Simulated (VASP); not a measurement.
# BN in VASP: relaxation of the atoms with PBE

Aim: the relaxation of the atoms of BN with PBE.

Program: VASP 6.6.1. These are calculated values, not measurements. Logs are shortened: lines on timing, memory, paths and dates and some standing lists are left out, and cuts for length are marked.

### Step 1. The cell of the first run

The cell holds a slab with vacuum, 4 atoms: a = 2.563 Å, b = 3.625 Å, c = 17.282 Å, α = 90.00°, β = 90.00°, γ = 90.00°.

### Step 2. Relaxation of the atoms, PBE

Input file INCAR:

```
PREC     = Accurate       # precision mode
ENCUT    = 520            # plane-wave cutoff, eV
EDIFF    = 1E-6           # SCF threshold, eV
ISMEAR   = -1             # smearing method
SIGMA    = 0.02           # smearing width, eV
LREAL    = False          # projectors in reciprocal space
LASPH    = True           # aspherical terms in the spheres
NELM     = 60             # most SCF steps
ALGO     = Normal         # electronic algorithm
ISIF     = 2              # what is computed and relaxed
LWAVE    = False          # write WAVECAR
LCHARG   = False          # write CHGCAR
LDIPOL   = True         
IDIPOL   = 3            
DIPOL    = 0.5 0.5 0.500
GGA      = PE             # functional
IBRION   = 2              # ionic algorithm
NSW      = 32             # ionic steps
EDIFFG   = -0.01          # ionic threshold
```

Input file KPOINTS:

```
Automatic mesh
0
Gamma
  12 8 1
```

Input file POSCAR:

```
BN
1.0
    2.5630581740      0.0000000000      0.0000000000
    0.0000000000      3.6247116308      0.0000000000
    0.0000000000      0.0000000000     17.2815000000
B N
2 2
Direct
    0.0000000000      0.8350387901      0.4874673449
    0.5000000000      0.3350376204      0.5125327274
    0.5000000000      0.6649625859      0.4693926420
    0.0000000000      0.1649610037      0.5306072857
```

Potentials or basis: VASP PAW PBE potentials, release 64 (B, N).

Run with:

```sh
$ cat potpaw_PBE.64/B/POTCAR potpaw_PBE.64/N/POTCAR > POTCAR
$ mpirun -np 1 vasp_std > vasp.out
```

OUTCAR:

```text
PREC = Accurate
   ENCUT = 520
   EDIFF = 1E-6
   ISMEAR = -1
   LREAL = False
   LASPH = True
   NELM = 60
   ISIF = 2
   GGA = PE
   IBRION = 2
   NSW = 32
   EDIFFG = -0.01

 ion  position               nearest neighbor table
   1  0.000  0.835  0.487-   4 1.41   3 1.46   3 1.46
   2  0.500  0.335  0.513-   3 1.41   4 1.46   4 1.46
   3  0.500  0.665  0.469-   2 1.41   1 1.46   1 1.46
   4  0.000  0.165  0.531-   1 1.41   2 1.46   2 1.46

  LATTYP: Found a simple orthorhombic cell.
 ALAT       =     2.5630581740
 B/A-ratio  =     1.4142135624
 C/A-ratio  =     6.7425313149

  Lattice vectors:

 A1 = (   2.5630581740,   0.0000000000,   0.0000000000)
 A2 = (   0.0000000000,   3.6247116308,   0.0000000000)
 A3 = (   0.0000000000,   0.0000000000,  17.2815000000)

Analysis of symmetry for initial positions (statically):
=====================================================================
 Subroutine PRICEL returns:
 Original cell was already a primitive cell.

 Routine SETGRP: Setting up the symmetry group for a
 simple orthorhombic supercell.

 Subroutine GETGRP returns: Found  4 space group operations
 (whereof  2 operations were pure point group operations)
 out of a pool of  8 trial point group operations.

The static configuration has the point symmetry C_1h.
 The point group associated with its full space group is C_2v.

Analysis of symmetry for dynamics (positions and initial velocities):
=====================================================================
 Subroutine PRICEL returns:
 Original cell was already a primitive cell.

 Routine SETGRP: Setting up the symmetry group for a
 simple orthorhombic supercell.

 Subroutine GETGRP returns: Found  4 space group operations
 (whereof  2 operations were pure point group operations)
 out of a pool of  8 trial point group operations.

The dynamic configuration has the point symmetry C_1h.
 The point group associated with its full space group is C_2v.

 Subroutine INISYM returns: Found  4 space group operations
 (whereof  2 operations are pure point group operations),
 and found     1 'primitive' translations

----------------------------------------------------------------------------------------

                                     Primitive cell

  volume of cell :     160.5511

  direct lattice vectors                    reciprocal lattice vectors
     2.563058174  0.000000000  0.000000000     0.390158916  0.000000000  0.000000000
     0.000000000  3.624711631  0.000000000     0.000000000  0.275884016  0.000000000
     0.000000000  0.000000000 17.281500000     0.000000000  0.000000000  0.057865347

  length of vectors
     2.563058174  3.624711631 17.281500000     0.390158916  0.275884016  0.057865347

  position of ions in fractional coordinates (direct lattice)
     0.000000000  0.835038790  0.487467345
     0.500000000  0.335037620  0.512532727
     0.500000000  0.664962586  0.469392642
     0.000000000  0.164961004  0.530607286

  ion indices of the primitive-cell ions
   primitive index   ion index
                 1           1
                 2           2
                 3           3
                 4           4

----------------------------------------------------------------------------------------

 KPOINTS: Automatic mesh

Automatic generation of k-mesh.
 Grid dimensions read from file:
 generate k-points for:   12    8    1

 Generating k-lattice:

  Cartesian coordinates                     Fractional coordinates (reciprocal lattice)
     0.032513243  0.000000000  0.000000000     0.083333333  0.000000000  0.000000000
     0.000000000  0.034485502  0.000000000     0.000000000  0.125000000  0.000000000
     0.000000000  0.000000000  0.057865347     0.000000000  0.000000000  1.000000000

  Length of vectors
     0.032513243  0.034485502  0.057865347

  Shift w.r.t. Gamma in fractional coordinates (k-lattice)
     0.000000000  0.000000000  0.000000000

 Subroutine IBZKPT returns following result:
 ===========================================

 Found     35 irreducible k-points:

 Following reciprocal coordinates:
            Coordinates               Weight
  0.000000  0.000000  0.000000      1.000000
  0.083333  0.000000  0.000000      2.000000
  0.166667  0.000000  0.000000      2.000000
  0.250000  0.000000  0.000000      2.000000
  0.333333  0.000000  0.000000      2.000000
  0.416667  0.000000  0.000000      2.000000
[... 16 lines left out ...]
  0.083333  0.375000  0.000000      4.000000
  0.166667  0.375000  0.000000      4.000000
 [... further k-points ...]
   k-points           NKPTS =     35   k-points in BZ     NKDIM =     35   number of bands    NBANDS=     12
   number of dos      NEDOS =    301   number of ions     NIONS =      4
   total plane-waves  NPLWV =  78400
   dimension x,y,z NGX =    20 NGY =   28 NGZ =  140
   dimension x,y,z NGXF=    40 NGYF=   56 NGZF=  280
   ions per type =               2   2
   NGX,Y,Z   is equivalent  to a cutoff of  12.97, 12.84, 13.47 a.u.
   NGXF,Y,Z  is equivalent  to a cutoff of  25.94, 25.68, 26.94 a.u.
 SYSTEM =  unknown system
   PREC   = accura    normal or accurate (medium, high low for compatibility)
   ISTART =      0    job   : 0-new  1-cont  2-samecut
   ICHARG =      2    charge: 1-file 2-atom 10-const
   ISPIN  =      1    spin polarized calculation?
   LNONCOLLINEAR =      F non collinear calculations
   LSORBIT =      F    spin-orbit coupling
   LASPH  =      T    aspherical Exc in radial PAW
   ENCUT  =  520.0 eV  38.22 Ry    6.18 a.u.   4.77  6.74 32.13*2*pi/ulx,y,z
   NELM   =     60;   NELMIN=  2; NELMDL= -5     # of ELM steps
   EDIFF  = 0.1E-05   stopping-criterion for ELM
   LREAL  =      F    real-space projection
   EDIFFG = -.1E-01   stopping-criterion for IOM
   NSW    =     32    number of steps for IOM
   IBRION =      2    ionic relax: 0-MD 1-quasi-New 2-CG
   NFREE  =      1    steps in history (QN), initial steepest desc. (CG)
   ISIF   =      2    stress and relaxation
   ISYM   =      2    0-nonsym 1-usesym 2-fastsym
   POTIM  = 0.5000    time-step for ionic-motion
   TEBEG  =    0.0;   TEEND  =   0.0 temperature during run
   PSTRESS=    0.0 pullay stress
   NELECT =      16.0000    total number of electrons
   NUPDOWN=      -1.0000    fix difference up-down
   EMIN   =  10.00;   EMAX   =-10.00  energy-range for DOS
   EFERMI =   0.00;   METHOD = LEGACY
   ISMEAR =    -1;   SIGMA  =   0.02  broadening in eV -4-tet -1-fermi 0-gaus
   EFERMI_NEDOS =   21; number of points for ismear=-14 and -15
   IALGO  =     38    algorithm
   IMIX   =      4    mixing-type and parameters
     AMIX     =   0.40;   BMIX     =  1.00
     AMIX_MAG =   1.60;   BMIX_MAG =  1.00
  volume/ion in A,a.u.               =      40.14       270.86
  Fermi-wavevector in a.u.,A,eV,Ry     =   0.759003  1.434308  7.838127  0.576086
  Thomas-Fermi vector in A             =   1.857701
   LORBIT       =      0    0 simple, 1 ext, 2 COOP (PROOUT), +10 PAW based schemes
   GGA     = PE    functional components
   LHFCALC =     F    Hartree Fock is set to
   AEXX    =    0.0000 exact exchange contribution
   IVDW    =     0    specifies the selected vdW correction
   LEPSILON=     F    determine dielectric tensor
   LRPA    =     F    only Hartree local field effects (RPA)
 conjugate gradient relaxation of ions
 non-spin polarized calculation
  energy-cutoff  :      520.00
  volume of cell :      160.55
 maximum number of plane-waves:      4348
 NGX is ok and might be reduce to    20
   NGX =  9   NGY = 13   NGZ = 65

 dipolmoment           0.000000      0.000000     -0.000000 electrons x Angstroem

--------------------------------------- Ionic step        1  -------------------------------------------

 number of electron      16.0000001 magnetization

 Free energy of the ion-electron system (eV)
  ---------------------------------------------------
  ext. energy  EPLUGINS =         0.00000000
  ---------------------------------------------------
  free energy    TOTEN  =       -33.44677510 eV

  energy without entropy =      -33.44677510  energy(sigma->0) =      -33.44677510

------------------------ aborting loop because EDIFF is reached ----------------------------------------

  FORCE on cell =-STRESS in cart. coord.  units (eV):
  Direction    XX          YY          ZZ          XY          YZ          ZX
  --------------------------------------------------------------------------------------
  -------------------------------------------------------------------------------------
  Total        0.5381856      9.4803773     -0.0274574      0.0000000      0.0000000      0.0000000
  in kB        5.3706804     94.6069073     -0.2740036      0.0000000      0.0000000      0.0000000
  external PRESSURE =      33.2345280 kB  Pullay stress =       0.0000000 kB
[... 99 lines left out ...]
  energy  without entropy=      -33.4467867373  energy(sigma->0) =      -33.44678674

--------------------------------------- Ionic step        4  -------------------------------------------

 number of electron      16.0000001 magnetization

 dipolmoment           0.000000      0.000000      0.000012 electrons x Angstroem

 Free energy of the ion-electron system (eV)
  ---------------------------------------------------
  ext. energy  EPLUGINS =         0.00000000
  ---------------------------------------------------
  free energy    TOTEN  =       -33.44679619 eV

  energy without entropy =      -33.44679619  energy(sigma->0) =      -33.44679619

 E-fermi :  -4.2326     XC(G=0):  -2.7463

 val. band max:       -4.7435358606   @ k =   0.0833   0.2500   0.0000
 cond. band min:      -0.3339961875   @ k =   0.4167   0.0000   0.0000
 fundamental gap:      4.4095396732
 Fermi energy:        -4.2326363976

 k-point     1 :       0.0000    0.0000    0.0000
  band No.  band energies     occupation
      1     -22.9669      2.00000
      2     -18.9369      2.00000
      3     -12.3060      2.00000
      4      -9.7120      2.00000
      5      -9.2447      2.00000
      6      -7.8267      2.00000
      7      -6.0091      2.00000
      8      -4.9161      2.00000
      9       0.8048      0.00000
     10       1.6025      0.00000
     11       2.1553      0.00000
     12       2.3754      0.00000
[... 331 lines left out ...]
 k-point    24 :       0.1667    0.3750    0.0000
  band No.  band energies     occupation
      1     -21.6814      2.00000
      2     -20.2934      2.00000
      3     -11.4350      2.00000
      4     -10.0514      2.00000
      5      -9.8965      2.00000
      6      -8.6865      2.00000
      7      -6.1203      2.00000
      8      -4.8493      2.00000
      9       1.5965      0.00000
     10       1.9997      0.00000
     11       3.8372      0.00000
     12       4.0468      0.00000

 [... further k-points ...]

------------------------ aborting loop because EDIFF is reached ----------------------------------------

 vacuum level on the upper side and lower side of the slab       (xc-potential included)        -0.067        -0.068

  FORCE on cell =-STRESS in cart. coord.  units (eV):
  Direction    XX          YY          ZZ          XY          YZ          ZX
  --------------------------------------------------------------------------------------
  -------------------------------------------------------------------------------------
  Total        0.5468533      9.4492458     -0.0366454      0.0000000      0.0000000      0.0000000
  in kB        5.4571773     94.2962381     -0.3656929      0.0000000      0.0000000      0.0000000
  external PRESSURE =      33.1292408 kB  Pullay stress =       0.0000000 kB

 VOLUME and BASIS-vectors are now :
 -----------------------------------------------------------------------------
  energy-cutoff  :      520.00
  volume of cell :      160.55
      direct lattice vectors                 reciprocal lattice vectors
     2.563058174  0.000000000  0.000000000     0.390158916  0.000000000  0.000000000
     0.000000000  3.624711631  0.000000000     0.000000000  0.275884016  0.000000000
     0.000000000  0.000000000 17.281500000     0.000000000  0.000000000  0.057865347
[... 10 lines left out ...]
  FREE ENERGIE OF THE ION-ELECTRON SYSTEM (eV)
  ---------------------------------------------------
  free  energy   TOTEN  =       -33.4467961946 eV

  energy  without entropy=      -33.4467961946  energy(sigma->0) =      -33.44679619

 reached required accuracy - stopping structural energy minimisation

 vacuum level on the upper side and lower side of the slab         1.899         1.899
```

It took 2 min on 1 thread of AMD EPYC 7R13 (Zen 3), shared host; peak memory 0.26 GiB.

What came out:

```
Free energy                  : -33.4468 eV
Energy gained by relaxing    : 0.0 meV/atom
Ionic steps                  : 4
Largest force after relaxing : 0.004 eV/Å
Band gap on the k mesh       : 4.41 eV (least direct gap 5.11 eV)
```

Forces on the atoms (eV/Å):
```
B    0.000  0.002 -0.003
B    0.000  0.002  0.003
N    0.000 -0.002 -0.001
N    0.000 -0.002  0.001
```

Final structure:
```
B N
1.0
     2.56306    0.00000    0.00000
     0.00000    3.62471    0.00000
     0.00000    0.00000   17.28150
B N
2 2
Direct
  0.00000 0.83504 0.48742
  0.50000 0.33504 0.51258
  0.50000 0.66496 0.46939
  0.00000 0.16496 0.53061
```
